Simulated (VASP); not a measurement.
# NaCa2H2 (P6mm) in VASP: further runs, part 2 of 2

VASP 6.6.1. The steps go on from the part before.

## 3. Relaxation of cell and atoms, PBE

File INCAR:

```
PREC = Accurate ; ENCUT = 600
EDIFF = 1E-6 ; ISMEAR = 0
SIGMA = 0.1 ; LREAL = F
LASPH = T ; NELM = 80
ALGO = Normal ; ISIF = 3
LWAVE = F ; LCHARG = F
GGA = PE ; IBRION = 2
NSW = 90 ; EDIFFG = -0.04
```

File KPOINTS:

```
regular mesh
0
Gamma
  6 6 6
```

File POSCAR:

```
NaCa2H2
1.0
    4.6312130500      0.0000000000      0.0000000000
   -2.3156065300      4.0107481500      0.0000000000
    0.0000000000      0.0000000000      3.7054970600
Na Ca H
1 2 2
Direct
    0.0000000000      0.0000000000      0.6483049900
    0.3333333300      0.6666666700      0.0467269100
    0.6666666700      0.3333333300      0.0467269100
    0.3333333300      0.6666666700      0.6211387100
    0.6666666700      0.3333333300      0.6211387100
```

Potentials or basis: VASP PAW PBE potentials, release 64 (Na_pv, Ca_sv, H).

Run with:

```bash
> cat potpaw_PBE.64/Na_pv/POTCAR potpaw_PBE.64/Ca_sv/POTCAR potpaw_PBE.64/H/POTCAR > POTCAR
> mpirun -np 1 vasp_std > vasp.out
```

OUTCAR:

```text
PREC = Accurate
   ENCUT = 600
   EDIFF = 1E-6
   ISMEAR = 0
   LREAL = F
   LASPH = T
   NELM = 80
   ISIF = 3
   GGA = PE
   IBRION = 2
   NSW = 90
   EDIFFG = -0.04

 ion  position               nearest neighbor table
   1  0.000  0.000  0.648-
   2  0.333  0.667  0.047-   4 1.58   3 2.67   3 2.67   3 2.67
   3  0.667  0.333  0.047-   5 1.58   2 2.67   2 2.67   2 2.67
   4  0.333  0.667  0.621-   2 1.58
   5  0.667  0.333  0.621-   3 1.58

  LATTYP: Found a hexagonal cell.
 ALAT       =     4.6312130500
 C/A-ratio  =     0.8001137110

  Lattice vectors:

 A1 = (   4.6312130500,   0.0000000000,   0.0000000000)
 A2 = (  -2.3156065300,   4.0107481500,   0.0000000000)
 A3 = (   0.0000000000,   0.0000000000,   3.7054970600)

Analysis of symmetry for initial positions (statically):
=====================================================================
 Subroutine PRICEL returns:
 Original cell was already a primitive cell.

 Routine SETGRP: Setting up the symmetry group for a
 hexagonal supercell.

 Subroutine GETGRP returns: Found 12 space group operations
 (whereof 12 operations were pure point group operations)
 out of a pool of 24 trial point group operations.

The static configuration has the point symmetry C_6v.

Analysis of symmetry for dynamics (positions and initial velocities):
=====================================================================
 Subroutine PRICEL returns:
 Original cell was already a primitive cell.

 Routine SETGRP: Setting up the symmetry group for a
 hexagonal supercell.

 Subroutine GETGRP returns: Found 12 space group operations
 (whereof 12 operations were pure point group operations)
 out of a pool of 24 trial point group operations.

The dynamic configuration has the point symmetry C_6v.

 Subroutine INISYM returns: Found 12 space group operations
 (whereof 12 operations are pure point group operations),
 and found     1 'primitive' translations

----------------------------------------------------------------------------------------

                                     Primitive cell

  volume of cell :      68.8282

  direct lattice vectors                    reciprocal lattice vectors
     4.631213050  0.000000000  0.000000000     0.215926149  0.124665021  0.000000000
    -2.315606530  4.010748150  0.000000000     0.000000000  0.249330041  0.000000000
     0.000000000  0.000000000  3.705497060     0.000000000  0.000000000  0.269869328

  length of vectors
     4.631213050  4.631213051  3.705497060     0.249330041  0.249330041  0.269869328

  position of ions in fractional coordinates (direct lattice)
     0.000000000  0.000000000  0.648304990
     0.333333330  0.666666670  0.046726910
     0.666666670  0.333333330  0.046726910
     0.333333330  0.666666670  0.621138710
     0.666666670  0.333333330  0.621138710

  ion indices of the primitive-cell ions
   primitive index   ion index
                 1           1
                 2           2
                 3           3
                 4           4
                 5           5

----------------------------------------------------------------------------------------

 KPOINTS: regular mesh

Automatic generation of k-mesh.
 Grid dimensions read from file:
 generate k-points for:    6    6    6

 Generating k-lattice:

  Cartesian coordinates                     Fractional coordinates (reciprocal lattice)
     0.035987692  0.020777503  0.000000000     0.166666667  0.000000000  0.000000000
     0.000000000  0.041555007  0.000000000     0.000000000  0.166666667  0.000000000
     0.000000000  0.000000000  0.044978221     0.000000000  0.000000000  0.166666667

  Length of vectors
     0.041555007  0.041555007  0.044978221

  Shift w.r.t. Gamma in fractional coordinates (k-lattice)
     0.000000000  0.000000000  0.000000000

 Subroutine IBZKPT returns following result:
 ===========================================

 Found     28 irreducible k-points:

 Following reciprocal coordinates:
            Coordinates               Weight
  0.000000  0.000000  0.000000      1.000000
  0.166667  0.000000  0.000000      6.000000
  0.333333  0.000000  0.000000      6.000000
  0.500000  0.000000  0.000000      3.000000
  0.166667  0.166667  0.000000      6.000000
  0.333333  0.166667  0.000000     12.000000
[... 16 lines left out ...]
  0.166667  0.000000  0.500000      6.000000
  0.333333  0.000000  0.500000      6.000000
 [... further k-points ...]
   k-points           NKPTS =     28   k-points in BZ     NKDIM =     28   number of bands    NBANDS=     18
   number of dos      NEDOS =    301   number of ions     NIONS =      5
   total plane-waves  NPLWV =  48000
   dimension x,y,z NGX =    40 NGY =   40 NGZ =   30
   dimension x,y,z NGXF=    80 NGYF=   80 NGZF=   60
   ions per type =               1   2   2
   NGX,Y,Z   is equivalent  to a cutoff of  14.36, 14.36, 13.46 a.u.
   NGXF,Y,Z  is equivalent  to a cutoff of  28.72, 28.72, 26.92 a.u.
 SYSTEM =  unknown system
   PREC   = accura    normal or accurate (medium, high low for compatibility)
   ISTART =      0    job   : 0-new  1-cont  2-samecut
   ICHARG =      2    charge: 1-file 2-atom 10-const
   ISPIN  =      1    spin polarized calculation?
   LNONCOLLINEAR =      F non collinear calculations
   LSORBIT =      F    spin-orbit coupling
   LASPH  =      T    aspherical Exc in radial PAW
   ENCUT  =  600.0 eV  44.10 Ry    6.64 a.u.   9.25  9.25  7.40*2*pi/ulx,y,z
   NELM   =     80;   NELMIN=  2; NELMDL= -5     # of ELM steps
   EDIFF  = 0.1E-05   stopping-criterion for ELM
   LREAL  =      F    real-space projection
   EDIFFG = -.4E-01   stopping-criterion for IOM
   NSW    =     90    number of steps for IOM
   IBRION =      2    ionic relax: 0-MD 1-quasi-New 2-CG
   NFREE  =      1    steps in history (QN), initial steepest desc. (CG)
   ISIF   =      3    stress and relaxation
   ISYM   =      2    0-nonsym 1-usesym 2-fastsym
   POTIM  = 0.5000    time-step for ionic-motion
   TEBEG  =    0.0;   TEEND  =   0.0 temperature during run
   PSTRESS=    0.0 pullay stress
   NELECT =      29.0000    total number of electrons
   NUPDOWN=      -1.0000    fix difference up-down
   EMIN   =  10.00;   EMAX   =-10.00  energy-range for DOS
   EFERMI =   0.00;   METHOD = LEGACY
   ISMEAR =     0;   SIGMA  =   0.10  broadening in eV -4-tet -1-fermi 0-gaus
   EFERMI_NEDOS =   21; number of points for ismear=-14 and -15
   IALGO  =     38    algorithm
   IMIX   =      4    mixing-type and parameters
     AMIX     =   0.40;   BMIX     =  1.00
     AMIX_MAG =   1.60;   BMIX_MAG =  1.00
  volume/ion in A,a.u.               =      13.77        92.90
  Fermi-wavevector in a.u.,A,eV,Ry     =   1.227303  2.319267 20.494099  1.506274
  Thomas-Fermi vector in A             =   2.362272
   LORBIT       =      0    0 simple, 1 ext, 2 COOP (PROOUT), +10 PAW based schemes
   GGA     = PE    functional components
   LHFCALC =     F    Hartree Fock is set to
   AEXX    =    0.0000 exact exchange contribution
   IVDW    =     0    specifies the selected vdW correction
   LEPSILON=     F    determine dielectric tensor
   LRPA    =     F    only Hartree local field effects (RPA)
 conjugate gradient relaxation of ions
 non-spin polarized calculation
 Gauss-broadening in eV      SIGMA  =   0.10
  energy-cutoff  :      600.00
  volume of cell :       68.83
 maximum number of plane-waves:      2318
 NGX is ok and might be reduce to    40
   NGX = 19   NGY = 19   NGZ = 15

--------------------------------------- Ionic step        1  -------------------------------------------

 number of electron      28.9999998 magnetization

 Free energy of the ion-electron system (eV)
  ---------------------------------------------------
  ext. energy  EPLUGINS =         0.00000000
  ---------------------------------------------------
  free energy    TOTEN  =        -6.32713300 eV

  energy without entropy =       -6.31486534  energy(sigma->0) =       -6.32099917

 E-fermi :   4.4083     XC(G=0):  -9.5683

 val. band max:        4.4073019103   @ k =   0.1667   0.0000   0.5000
 cond. band min:       4.4548389731   @ k =   0.3333   0.0000   0.1667
 fundamental gap:      0.0475370628
 Fermi energy:         4.4083019755

 k-point     1 :       0.0000    0.0000    0.0000
  band No.  band energies     occupation
      1     -37.1111      2.00000
      2     -36.5824      2.00000
      3     -20.0725      2.00000
      4     -20.0725      2.00000
      5     -19.9790      2.00000
      6     -18.7784      2.00000
[... 605 lines left out ...]
  FREE ENERGIE OF THE ION-ELECTRON SYSTEM (eV)
  ---------------------------------------------------
  free  energy   TOTEN  =        -9.5581041782 eV

  energy  without entropy=       -9.5405178459  energy(sigma->0) =       -9.54931101

[... ionic steps 4 to 10 ...]

--------------------------------------- Ionic step       11  -------------------------------------------

 number of electron      28.9999997 magnetization

------------------------ aborting loop because EDIFF is reached ----------------------------------------
[... 73 lines left out ...]
--------------------------------------- Ionic step       13  -------------------------------------------

 number of electron      29.0000012 magnetization

 Free energy of the ion-electron system (eV)
  ---------------------------------------------------
  ext. energy  EPLUGINS =         0.00000000
  ---------------------------------------------------
  free energy    TOTEN  =       -11.21493962 eV

  energy without entropy =      -11.19935984  energy(sigma->0) =      -11.20714973

 E-fermi :   0.8677     XC(G=0):  -6.8889

 val. band max:        0.8670731667   @ k =   0.3333   0.3333   0.1667
 cond. band min:       0.8835463646   @ k =   0.1667   0.1667   0.1667
 fundamental gap:      0.0164731979
 Fermi energy:         0.8676554008

 k-point     1 :       0.0000    0.0000    0.0000
  band No.  band energies     occupation
      1     -41.0629      2.00000
      2     -41.0475      2.00000
      3     -24.0827      2.00000
      4     -24.0827      2.00000
      5     -24.0415      2.00000
      6     -22.2188      2.00000
[... 527 lines left out ...]
  FREE ENERGIE OF THE ION-ELECTRON SYSTEM (eV)
  ---------------------------------------------------
  free  energy   TOTEN  =       -11.2149396247 eV

  energy  without entropy=      -11.1993598389  energy(sigma->0) =      -11.20714973

 reached required accuracy - stopping structural energy minimisation
```

CONTCAR:

```text
NaCa2H2
   1.00000000000000
     6.3797146591915572   -0.0000000028332258    0.0000000000000000
    -3.1898573389371609    5.5249949613084048   -0.0000000000000000
     0.0000000000000000   -0.0000000000000000    4.2073492343916650
  Na              Ca              H
     1     2     2
Direct
     0.0000000000000000    0.0000000000000000    0.6126297672054145
     0.3333333300000021    0.6666666699999979    0.0933761609282568
     0.6666666699999979    0.3333333300000021    0.0933761609282568
     0.3333333300000021    0.6666666699999979    0.5923270704690290
     0.6666666699999979    0.3333333300000021    0.5923270704690290

  0.00000000E+00  0.00000000E+00  0.00000000E+00
  0.00000000E+00  0.00000000E+00  0.00000000E+00
  0.00000000E+00  0.00000000E+00  0.00000000E+00
  0.00000000E+00  0.00000000E+00  0.00000000E+00
  0.00000000E+00  0.00000000E+00  0.00000000E+00
```

Run time: 5.5 min. Hardware: 1 thread of Intel Xeon 6975P-C (Granite Rapids), shared host; peak memory 0.24 GiB.

Results:

```
Free energy                            : -11.2149 eV
Relaxed volume                         : 29.66 Å³/atom
Relaxed cell                           : a = 6.380 Å, b = 6.380 Å, c = 4.207 Å, α = 90.00°, β = 90.00°, γ = 120.00°
Space group after relaxing (to 0.05 Å) : P6mm (No. 183)
Energy gained by relaxing              : 977.6 meV/atom
Ionic steps                            : 13
Pressure after relaxing                : 0.0 GPa
Largest force after relaxing           : 0.031 eV/Å
```

Forces on the atoms (eV/Å):
```
Na   0.000  0.000 -0.027
Ca   0.000  0.000 -0.018
Ca   0.000  0.000 -0.018
H    0.000  0.000  0.031
H    0.000  0.000  0.031
```

The path:
```
step  energy change (eV)  largest force (eV/Å)  pressure (GPa)  volume (Å³)
   1              0.0000                5.9009           28.80        68.83
   2             -3.1750                1.7171            6.99        96.20
   3             -3.2310                1.1693            8.53        88.32
   4             -3.2291                1.4501            7.71        91.65
   5             -3.9388                0.6363            3.34       106.74
   6             -4.2511                0.1542            0.12       125.74
   7             -4.2692                0.0997           -0.49       131.55
   8             -4.6363                0.0721           -0.36       135.97
   9             -4.8631                0.2705            0.57       140.97
  10             -4.8628                0.2869            0.62       141.12
  11             -4.8852                0.0310            0.25       145.49
  12             -4.8861                0.0758            0.16       146.64
  13             -4.8878                0.0313            0.02       148.30
```

Final structure:
```
CELL_PARAMETERS angstrom
6.37971 0.00000 0.00000
-3.18986 5.52499 0.00000
0.00000 0.00000 4.20735
ATOMIC_POSITIONS crystal
Na 0.00000 0.00000 0.61263
Ca 0.33333 0.66667 0.09338
Ca 0.66667 0.33333 0.09338
H 0.33333 0.66667 0.59233
H 0.66667 0.33333 0.59233
```

Levels at points of the mesh, in eV from the Fermi level:
| k point | band 10 | band 11 | band 12 | band 13 | band 14 | band 15 | band 16 | band 17 | band 18 |
| --- | --- | --- | --- | --- | --- | --- | --- | --- | --- |
| (0.00, 0.00, 0.00) | -22.72 | -22.70 | -4.91 | -3.51 | -1.37 | 0.62 | 0.62 | 0.88 | 0.88 |
| (0.50, 0.00, 0.00) | -22.71 | -22.71 | -4.40 | -4.00 | -1.38 | -0.31 | 0.37 | 0.73 | 1.39 |
| (0.00, 0.00, 0.50) | -22.79 | -22.76 | -3.38 | -2.06 | -1.53 | 1.11 | 1.11 | 1.53 | 1.53 |
| (0.50, 0.00, 0.50) | -22.78 | -22.77 | -2.97 | -2.59 | -0.32 | -0.05 | 0.49 | 0.66 | 1.00 |

Caveat: the volume moved by over 15 % at a fixed basis, so the end points are rough.
